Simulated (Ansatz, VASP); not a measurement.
SrTl2Zn2: VASP beside Ansatz

Contents of INCAR:

```
PREC     = Accurate       # precision mode
ENCUT    = 520            # plane-wave cutoff, eV
EDIFF    = 1E-7           # SCF threshold, eV
ISMEAR   = 0              # smearing method
SIGMA    = 0.1            # smearing width, eV
LREAL    = False          # projectors in reciprocal space
LASPH    = True           # aspherical terms in the spheres
NELM     = 60             # most SCF steps
ALGO     = Fast           # electronic algorithm
ISIF     = 2              # what is computed and relaxed
LWAVE    = False          # write WAVECAR
LCHARG   = False          # write CHGCAR
GGA      = PE             # functional
NBANDS   = 38             # bands
```

KPOINTS

```
regular mesh
0
Gamma
  4 4 4
```

Contents of POSCAR:

```
SrTl2Zn2
1.0
    4.2046184520      0.0000000000      0.0000000000
   -0.0223772134      5.0891725470      0.0000000000
   -2.0641536691     -1.7203022373      6.1575632063
Sr Zn Tl
1 2 2
Direct
    0.0000000000      0.0000000000      0.0000000000
    0.7351708192      0.1395959516      0.4696388694
    0.2648291808      0.8604040484      0.5303611306
    0.3697636293      0.4450625486      0.7423206120
    0.6302363707      0.5549374514      0.2576793880
```

Input for Ansatz:

```yaml
crystal:
  lattice:
    - [4.204618452, 0.0, 0.0]
    - [-0.0223772134, 5.089172547, 0.0]
    - [-2.0641536691, -1.7203022373, 6.1575632063]
  atoms:
    - { symbol: Sr, position: [0.0, 0.0, 0.0] }
    - { symbol: Zn, position: [0.7351708192, 0.1395959516, 0.4696388694] }
    - { symbol: Zn, position: [0.2648291808, 0.8604040484, 0.5303611306] }
    - { symbol: Tl, position: [0.3697636293, 0.4450625486, 0.742320612] }
    - { symbol: Tl, position: [0.6302363707, 0.5549374514, 0.257679388] }
basis:
  ecutwfc: 420
kpoints:
  mp_grid: { grid: [4, 4, 4] }
hamiltonian:
  xc: pbe
scf:
  occupations: { method: gaussian, width: 0.1 }
  lower_state_search: "off"
output:
  forces: true
  stress: true
  eigenvalues: true
```

Change from the starting cell: the structure that the rattled cell fell into.

Alike in both runs: task single point; functional PBE; k mesh 4 × 4 × 4; occupations gaussian, width 0.1 eV; no spin polarisation.

|  | VASP | Ansatz |
| --- | --- | --- |
| version | VASP 6.6.1 | Ansatz 0.2.0 |
| potentials or method | VASP PAW PBE potentials, release 64 (Sr_sv, Zn, Tl_d), cutoff 520 eV | scalar-relativistic, plane waves, PAW |
| valence electrons in the cell | 60 | 60 |

|  | VASP | Ansatz | Ansatz less VASP |
| --- | --- | --- | --- |
| gap on the k mesh at the Fermi level (eV) | none | none | - |
| pressure (GPa) | 0.0 | -0.1 | -0.06 |
| traceless stress, the component that is largest in VASP (GPa) | -0.16 | -0.17 | -0.002 |
| rms of the force components (eV/Å) | 0.013 | 0.010 | -0.0031 |

Atom by atom the forces differ by 0.004 eV/Å (rms over components). A gap of «none» marks a metal or a gap that the smearing closes.

The k mesh is coarse, so the values compare programs but aren't converged. Neither program's run includes spin-orbit coupling.
